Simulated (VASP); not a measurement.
# H7C24F in VASP: further runs, part 2 of 2

VASP 6.6.1. The steps go on from the part before.

## 3. Single point, LDA

Input file INCAR:

```
SYSTEM = H7C24F
PREC = Accurate ; ENCUT = 520
EDIFF = 1E-7 ; ISMEAR = -1
SIGMA = 0.02 ; LREAL = Auto
LASPH = .TRUE. ; NELM = 100
ALGO = Normal ; ISIF = 2
LWAVE = .FALSE. ; LCHARG = .FALSE.
GGA = CA ; NBANDS = 77
```

Input file KPOINTS:

```
regular mesh
0
G
  2 3 1
  0 0 0
```

Input file POSCAR:

```
H7C24F
1.0
    7.5731140000      0.0000000000      0.0000000000
    2.5243710000      4.3723390000      0.0000000000
    0.0000000000      0.0000000000     17.6764260000
H C F
7 24 1
Direct
    0.1111147773      0.1666613682      0.0565725221
    0.4444518959      0.1666613682      0.0565725221
    0.7777758100      0.1666613682      0.0565725221
    0.1111143667      0.6666683439      0.0565725221
    0.4444382808      0.6666683439      0.0565725221
    0.7777753994      0.6666683439      0.0565725221
    0.7698500705      0.2116716019      0.3513662773
    0.1111147773      0.1666613682      0.1188022963
    0.4444518959      0.1666613682      0.1188022963
    0.7777758100      0.1666613682      0.1188022963
    0.1111143667      0.6666683439      0.1188022963
    0.4444382808      0.6666683439      0.1188022963
    0.7777753994      0.6666683439      0.1188022963
   -0.1111075641      0.3333227364      0.1479541170
    0.2222295545      0.3333227364      0.1479541170
    0.5555534686      0.3333227364      0.1479541170
   -0.1111079747      0.8333297121      0.1479541170
    0.2222291440      0.8333297121      0.1479541170
    0.5555530580      0.8333297121      0.1479541170
   -0.1147388313      0.3333227364      0.2518721828
    0.2233751787      0.3359071655      0.2524831660
    0.5533632139      0.3366847813      0.2412422059
   -0.1062774924      0.8307224120      0.2384475233
    0.2263618640      0.8284581776      0.2501863216
    0.5561031653      0.8329866463      0.2497959712
    0.0022505502     -0.0027902685      0.2502032934
    0.3303699030      0.0071586398      0.2520022996
    0.6642017989      0.0025844291      0.2344025879
   -0.0023184006      0.4982459045      0.2492755040
    0.3390924321      0.4916132990      0.2549440707
    0.6651793804      0.4929626911      0.2614838543
    0.7693947669      0.0088282267      0.3441759098
```

Potentials or basis: VASP PAW LDA potentials, release 64 (H, C, F).

Launch:

```sh
$ cat potpaw_LDA.64/H/POTCAR potpaw_LDA.64/C/POTCAR potpaw_LDA.64/F/POTCAR > POTCAR
$ mpirun -np 1 vasp_std > vasp.out
```

OUTCAR:

```text
SYSTEM = H7C24F
   PREC = Accurate
   ENCUT = 520
   EDIFF = 1E-7
   ISMEAR = -1
   LREAL = Auto
   LASPH = .TRUE.
   NELM = 100
   ISIF = 2
   GGA = CA

 ion  position               nearest neighbor table
   1  0.111  0.167  0.057-   8 1.10
   2  0.444  0.167  0.057-   9 1.10
   3  0.778  0.167  0.057-  10 1.10
   4  0.111  0.667  0.057-  11 1.10
   5  0.444  0.667  0.057-  12 1.10
   6  0.778  0.667  0.057-  13 1.10
   7  0.770  0.212  0.351-  32 1.03
   8  0.111  0.167  0.119-   1 1.10  18 1.55  15 1.55  14 1.55
   9  0.444  0.167  0.119-   2 1.10  16 1.55  19 1.55  15 1.55
  10  0.778  0.167  0.119-   3 1.10  17 1.55  16 1.55  14 1.55
  11  0.111  0.667  0.119-   4 1.10  17 1.55  18 1.55  15 1.55
  12  0.444  0.667  0.119-   5 1.10  18 1.55  19 1.55  16 1.55
  13  0.778  0.667  0.119-   6 1.10  19 1.55  17 1.55  14 1.55
[... 10 lines left out ...]
  24  0.226  0.828  0.250-  27 1.46  26 1.47  30 1.48  18 1.81
  25  0.556  0.833  0.250-  28 1.48  27 1.48  31 1.50  19 1.80
  26  0.002  0.997  0.250-  23 1.45  24 1.47  20 1.47
  27  0.330  0.007  0.252-  21 1.44  24 1.46  25 1.48
  28  0.664  0.003  0.234-  22 1.47  25 1.48  23 1.51
[... 256 lines left out ...]
  band No.  band energies     occupation
      1     -25.0720      2.00000
      2     -21.2867      2.00000
      3     -18.7271      2.00000
      4     -18.6241      2.00000
      5     -18.4400      2.00000
      6     -16.8006      2.00000
[... 269 lines left out ...]
     66       4.6124      0.00000
     67       5.1242      0.00000
 [bands above 67 left out]

------------------------ aborting loop because EDIFF is reached ----------------------------------------

  FORCE on cell =-STRESS in cart. coord.  units (eV):
  Direction    XX          YY          ZZ          XY          YZ          ZX
  --------------------------------------------------------------------------------------
  -------------------------------------------------------------------------------------
  Total      -12.4923192    -13.6825200      9.4872416     -1.3089548      1.3586240     -3.3095943
  in kB      -34.1956510    -37.4536280     25.9697497     -3.5830467      3.7190079     -9.0594651
  external PRESSURE =     -15.2265098 kB  Pullay stress =       0.0000000 kB

 VOLUME and BASIS-vectors are now :
 -----------------------------------------------------------------------------
  energy-cutoff  :      520.00
  volume of cell :      585.31
      direct lattice vectors                 reciprocal lattice vectors
     7.573114000  0.000000000  0.000000000     0.132046078 -0.076236836  0.000000000
     2.524371000  4.372339000  0.000000000     0.000000000  0.228710537  0.000000000
     0.000000000  0.000000000 17.676426000     0.000000000  0.000000000  0.056572522

 POSITION                                       TOTAL-FORCE (eV/Angst)
 -----------------------------------------------------------------------------------
      1.26220      0.72870      1.00000        -0.007619     -0.005321     -0.384245
      3.78660      0.72870      1.00000        -0.107959      0.012152     -0.448155
      6.31090      0.72870      1.00000         0.073807      0.067710     -0.477860
      2.52440      2.91490      1.00000         0.065649     -0.044419     -0.300361
      5.04870      2.91490      1.00000         0.088891      0.062528     -0.274783
      7.57310      2.91490      1.00000        -0.044458     -0.151278     -0.451238
[... 24 lines left out ...]
      6.28190      2.15540      4.62210         1.025471      1.273411      2.292534
      5.84900      0.03860      6.08380         0.805475      1.570248      4.107169
 -----------------------------------------------------------------------------------
    total drift:                                0.030082     -0.005806      0.029222

  FREE ENERGIE OF THE ION-ELECTRON SYSTEM (eV)
  ---------------------------------------------------
  free  energy   TOTEN  =      -256.9198051724 eV

  energy  without entropy=     -256.9060865723  energy(sigma->0) =     -256.91294587
```

OSZICAR:

```text
N       E                     dE             d eps       ncg     rms          rms(c)
DAV:   1     0.844082239777E+03    0.84408E+03   -0.47891E+04   616   0.119E+03
DAV:   2    -0.153341386953E+03   -0.99742E+03   -0.95402E+03   896   0.296E+02
DAV:   3    -0.268797919269E+03   -0.11546E+03   -0.11419E+03   720   0.101E+02
[... 24 lines left out ...]
DAV:  28    -0.256919804364E+03   -0.16370E-05   -0.11933E-07   481   0.687E-04    0.156E-04
DAV:  29    -0.256919804703E+03   -0.33931E-06   -0.14651E-08   536   0.278E-04    0.806E-05
DAV:  30    -0.256919805004E+03   -0.30038E-06   -0.11757E-08   473   0.192E-04    0.302E-05
DAV:  31    -0.256919805162E+03   -0.15774E-06   -0.86428E-09   478   0.128E-04    0.182E-05
DAV:  32    -0.256919805172E+03   -0.10766E-07   -0.44741E-10   496   0.706E-05
   1 F= -.25691981E+03 E0= -.25691295E+03  d E =-.137186E-01
```

stdout:

```text
POSCAR found type information on POSCAR H C F
 POSCAR found :  3 types and      32 ions
 scaLAPACK will be used
 LDA part: xc-table for (Slater(with rela. corr.)+CA(PZ))
 , standard interpolation
 -----------------------------------------------------------------------------
|                                                                             |
|           W    W    AA    RRRRR   N    N  II  N    N   GGGG   !!!           |
|           W    W   A  A   R    R  NN   N  II  NN   N  G    G  !!!           |
|           W    W  A    A  R    R  N N  N  II  N N  N  G       !!!           |
|           W WW W  AAAAAA  RRRRR   N  N N  II  N  N N  G  GGG   !            |
|           WW  WW  A    A  R   R   N   NN  II  N   NN  G    G                |
|           W    W  A    A  R    R  N    N  II  N    N   GGGG   !!!           |
|                                                                             |
|     Your reciprocal lattice and k-lattice belong to different lattice       |
|     classes:                                                                |
|                                                                             |
|        The reciprocal lattice is simple monoclinic,                         |
|        whereas your k-lattice is hexagonal.                                 |
|                                                                             |
|     Results are often still useful ...                                      |
|                                                                             |
 -----------------------------------------------------------------------------

 POSCAR, INCAR and KPOINTS ok, starting setup
 FFT: planning ... GRIDC
 FFT: planning ... GRID_SOFT
 FFT: planning ... GRID
 WAVECAR not read
 entering main loop
```

Run time: 17 min. Hardware: 1 thread of Intel Xeon 8259CL, shared host; peak memory 0.55 GiB.

Results:

- Free energy: -256.9198 eV
- Largest force: 5.143 eV/Å
- Band gap on the k mesh: zero (bands 55 and 56 overlap by 0.08 eV)

Forces in eV/Å, atoms in the order of the input:
```
H   -0.008 -0.005 -0.384
H   -0.108  0.012 -0.448
H    0.074  0.068 -0.478
H    0.066 -0.044 -0.300
H    0.089  0.063 -0.275
H   -0.044 -0.151 -0.451
H   -1.412 -1.030 -0.636
C   -0.045  0.054  2.743
C    0.067  0.038  2.216
C   -0.004  0.059  1.847
C    0.133 -0.153  2.265
C   -0.148 -0.005  2.704
C   -0.013 -0.066  2.049
C    0.305 -0.432 -2.219
C   -0.361  0.350 -2.608
C    0.101  0.143 -2.669
C    0.350 -0.123 -3.279
C    0.009 -0.139 -2.260
C    0.827  0.529 -2.443
C    0.470 -0.396 -2.809
C   -0.808  0.142 -2.775
C    0.456 -0.644 -2.788
C   -1.241  0.063 -3.372
C   -0.191  0.201 -2.587
C   -0.866 -0.435 -2.442
C    0.303  0.375  1.888
C    0.847 -1.629  2.885
C   -0.233 -1.356  4.956
C    0.778  0.025  2.767
C   -1.224  1.643  2.505
C    1.025  1.273  2.293
F    0.805  1.570  4.107
```

Caveat: the k points lie up to 0.48 Å⁻¹ apart.

## 4. Single point, LDA

Input file INCAR:

```
SYSTEM = H7C24F
PREC = Accurate
ENCUT = 520
EDIFF = 1E-7
ISMEAR = -1
SIGMA = 0.02
LREAL = Auto
LASPH = .TRUE.
NELM = 100
ALGO = Normal
ISIF = 2
LWAVE = .FALSE.
LCHARG = .FALSE.
GGA = CA
NBANDS = 77
```

KPOINTS is that of step 3.

Input file POSCAR:

```
H7C24F
1.0
    7.5731140000      0.0000000000      0.0000000000
    2.5243710000      4.3723390000      0.0000000000
    0.0000000000      0.0000000000     17.6764260000
H C F
7 24 1
Direct
    0.1111147773      0.1666613682      0.0565725221
    0.4444518959      0.1666613682      0.0565725221
    0.7777758100      0.1666613682      0.0565725221
    0.1111143667      0.6666683439      0.0565725221
    0.4444382808      0.6666683439      0.0565725221
    0.7777753994      0.6666683439      0.0565725221
    0.7174630558      0.4104668005      0.3306211335
    0.1111147773      0.1666613682      0.1188022963
    0.4444518959      0.1666613682      0.1188022963
    0.7777758100      0.1666613682      0.1188022963
    0.1111143667      0.6666683439      0.1188022963
    0.4444382808      0.6666683439      0.1188022963
    0.7777753994      0.6666683439      0.1188022963
   -0.1111075641      0.3333227364      0.1479541170
    0.2222295545      0.3333227364      0.1479541170
    0.5555534686      0.3333227364      0.1479541170
   -0.1111079747      0.8333297121      0.1479541170
    0.2222291440      0.8333297121      0.1479541170
    0.5555530580      0.8333297121      0.1479541170
   -0.1048803161      0.3343290628      0.2407217387
    0.2164710962      0.3116181065      0.2454342297
    0.5583303935      0.3481660503      0.2602166298
   -0.0965080733      0.7893715469      0.2674861989
    0.2341258513      0.8235866432      0.2408405410
    0.5582063515      0.8572985763      0.2437031106
    0.0060841891     -0.0305328567      0.2564658716
    0.3409844642     -0.0137912454      0.2506898170
    0.6715923723     -0.0017610711      0.2711520983
    0.0019269645      0.4896692594      0.2594868442
    0.3394606369      0.4854381145      0.2539710233
    0.6764235964      0.5074400681      0.2708975219
    0.7317944791      0.0836394433      0.3696561737
```

Potentials or basis: VASP PAW LDA potentials, release 64 (H, C, F).

Launch:

```sh
$ cat potpaw_LDA.64/H/POTCAR potpaw_LDA.64/C/POTCAR potpaw_LDA.64/F/POTCAR > POTCAR
$ mpirun -np 1 vasp_std > vasp.out
```

OUTCAR:

```text
SYSTEM = H7C24F
   PREC = Accurate
   ENCUT = 520
   EDIFF = 1E-7
   ISMEAR = -1
   LREAL = Auto
   LASPH = .TRUE.
   NELM = 100
   ISIF = 2
   GGA = CA

 ion  position               nearest neighbor table
   1  0.111  0.167  0.057-   8 1.10
   2  0.444  0.167  0.057-   9 1.10
   3  0.778  0.167  0.057-  10 1.10
   4  0.111  0.667  0.057-  11 1.10
   5  0.444  0.667  0.057-  12 1.10
   6  0.778  0.667  0.057-  13 1.10
   7  0.717  0.410  0.331-  31 1.14
   8  0.111  0.167  0.119-   1 1.10  18 1.55  15 1.55  14 1.55
[... 562 lines left out ...]
  Total      -13.3242717    -12.8751390     -8.9512042      0.4590691      1.5091243     -5.9834694
  in kB      -36.4729828    -35.2435566    -24.5024361      1.2566255      4.1309774    -16.3787545
  external PRESSURE =     -32.0729918 kB  Pullay stress =       0.0000000 kB

 VOLUME and BASIS-vectors are now :
 -----------------------------------------------------------------------------
  energy-cutoff  :      520.00
  volume of cell :      585.31
      direct lattice vectors                 reciprocal lattice vectors
     7.573114000  0.000000000  0.000000000     0.132046078 -0.076236836  0.000000000
     2.524371000  4.372339000  0.000000000     0.000000000  0.228710537  0.000000000
     0.000000000  0.000000000 17.676426000     0.000000000  0.000000000  0.056572522

 POSITION                                       TOTAL-FORCE (eV/Angst)
 -----------------------------------------------------------------------------------
      1.26220      0.72870      1.00000        -0.013495     -0.026418     -0.377236
      3.78660      0.72870      1.00000         0.033326      0.027164     -0.369757
      6.31090      0.72870      1.00000        -0.009048      0.054325     -0.684405
      2.52440      2.91490      1.00000        -0.034476     -0.017531     -0.492450
      5.04870      2.91490      1.00000         0.134382     -0.023905     -0.364296
      7.57310      2.91490      1.00000         0.128766      0.067965     -0.546091
[... 24 lines left out ...]
      6.40360      2.21870      4.78850        -0.215660     -0.392537      0.609220
      5.75310      0.36570      6.53420        -1.091061     -0.614763     -0.068688
 -----------------------------------------------------------------------------------
    total drift:                                0.010603     -0.016178      0.050355

  FREE ENERGIE OF THE ION-ELECTRON SYSTEM (eV)
  ---------------------------------------------------
  free  energy   TOTEN  =      -258.1032961551 eV

  energy  without entropy=     -258.0833553745  energy(sigma->0) =     -258.09332576
```

OSZICAR:

```text
N       E                     dE             d eps       ncg     rms          rms(c)
DAV:   1     0.831695314638E+03    0.83170E+03   -0.47808E+04   616   0.119E+03
DAV:   2    -0.157592551307E+03   -0.98929E+03   -0.94361E+03   880   0.294E+02
DAV:   3    -0.270208545734E+03   -0.11262E+03   -0.11142E+03   728   0.101E+02
[... 23 lines left out ...]
DAV:  27    -0.258103294537E+03   -0.22829E-05   -0.82105E-08   520   0.517E-04    0.174E-04
DAV:  28    -0.258103295658E+03   -0.11218E-05   -0.49377E-08   488   0.349E-04    0.138E-04
DAV:  29    -0.258103295910E+03   -0.25107E-06   -0.10798E-08   528   0.199E-04    0.125E-04
DAV:  30    -0.258103296114E+03   -0.20489E-06   -0.13468E-08   464   0.173E-04    0.392E-05
DAV:  31    -0.258103296155E+03   -0.40683E-07   -0.23707E-09   504   0.113E-04
   1 F= -.25810330E+03 E0= -.25809333E+03  d E =-.199408E-01
```

Run time: 17 min. Hardware: 1 thread of Intel Xeon 8259CL, shared host; peak memory 0.55 GiB.

What came out:

- Free energy: -258.1033 eV
- Largest force: 5.347 eV/Å
- Band gap on the k mesh: zero (bands 55 and 56 overlap by 0.13 eV)

Forces in eV/Å, atoms in the order of the input:
```
H   -0.013 -0.026 -0.377
H    0.033  0.027 -0.370
H   -0.009  0.054 -0.684
H   -0.034 -0.018 -0.492
H    0.134 -0.024 -0.364
H    0.129  0.068 -0.546
H    0.257  1.778  0.462
C   -0.089  0.153  2.242
C    0.145  0.135  2.961
C    0.111 -0.159  3.147
C   -0.360  0.214  2.932
C    0.014 -0.171  3.008
C    0.215 -0.056  3.036
C   -0.170 -0.019 -0.736
C   -0.227 -0.272 -2.010
C    0.163 -0.236 -2.085
C    1.171  1.277 -3.632
C    0.298 -0.205 -2.286
C    1.328  0.298 -1.007
C   -3.212 -2.848 -1.829
C    4.646  1.972 -1.766
C   -1.121 -2.777 -4.116
C    0.274  5.121 -1.444
C   -2.917 -1.974 -0.883
C   -1.460 -3.992 -0.149
C    0.884  2.044 -0.369
C   -0.545  1.724  2.416
C    2.299  1.367  0.432
C   -0.180 -3.011  2.186
C   -0.458  0.563  1.782
C   -0.216 -0.393  0.609
F   -1.091 -0.615 -0.069
```

Levels at points of the mesh, in eV from the Fermi level:
| k point | band 52 | band 53 | band 54 | band 55 | band 56 | band 57 | band 58 | band 59 |
| --- | --- | --- | --- | --- | --- | --- | --- | --- |
| (0.00, 0.00, 0.00) | -2.30 | -2.24 | -0.39 | -0.17 | -0.11 | 0.24 | 0.35 | 2.27 |
| (0.50, 0.00, 0.00) | -3.14 | -2.72 | -0.34 | -0.23 | 0.00 | 0.36 | 0.39 | 2.52 |

Caveat: the k points lie up to 0.48 Å⁻¹ apart.

## 5. Summary

| cell | gap on the mesh (eV) | largest force (eV/Å) |
| --- | --- | --- |
| as given, atomic positions A | none | 2.27 |
| as given, atomic positions B | none | 5.14 |
| as given, atomic positions C | none | 5.35 |

Alike in all rows: task single point; level LDA; potentials or basis VASP PAW LDA potentials, release 64 (H, C, F); no spin polarisation; k mesh 2 × 3 × 1; cutoff (eV) 520; smearing fermi-dirac 0.02 eV.

Caveats: all runs use coarse meshes.

Total energies depend on the potentials used, so only differences within one code and one set of settings carry meaning.
